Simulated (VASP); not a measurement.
Ti2SeS, 4 atoms in the cell. The structure is hexagonal, space group P-6m2 (No. 187). Conventional cell: a = 3.345 Å, b = 3.345 Å, c = 6.624 Å, α = 90.00°, β = 90.00°, γ = 120.00°. Ti (site symmetry 3m) has 3 S at 2.49 Å and 3 Se at 2.60 Å and 8 Ti at 3.15 to 3.47 Å within 3.5 Å. Within 3.4 Å of Se (site symmetry -6m2) lie 6 Ti at 2.60 Å and 2 S at 3.31 Å and 6 Se at 3.34 Å. Within 3.4 Å of S (site symmetry -6m2) lie 6 Ti at 2.49 Å and 2 Se at 3.31 Å and 6 S at 3.34 Å. 

| Item | Value |
| --- | --- |
| Program | VASP 6.6.1 |
| Task | relaxation of cell and atoms |
| Functional | PBE |
| Potentials or basis | VASP PAW PBE potentials, release 64 (Ti_sv, Se, S) |
| Cutoff | 600 eV |
| k mesh | 12 × 12 × 6 |
| Occupations | gaussian, width 0.1 eV |
| Spin | no spin polarisation |
| Dipole correction | no |
| Further INCAR settings | ALGO = Normal; EDIFF = 1e-06; IBRION = 2; EDIFFG = -0.01; NSW = 100; ISIF = 3 |

Potentials or basis: VASP PAW PBE potentials, release 64 (Ti_sv, Se, S).

Command:

```console
$ cat potpaw_PBE.64/Ti_sv/POTCAR potpaw_PBE.64/Se/POTCAR potpaw_PBE.64/S/POTCAR > POTCAR
$ mpirun -np 1 vasp_std > vasp.out
```

Hardware: 1 thread of AMD EPYC 9R45 96-Core Processor (Zen 5), with other jobs on the host.

Q: How long does it take, and how much memory?

A: It took 120 s on 1 thread of AMD EPYC 9R45 96-Core Processor (Zen 5), on a shared host, peak memory 0.26 GiB. Counts: scf iterations 19, k points 76, ion steps 2.
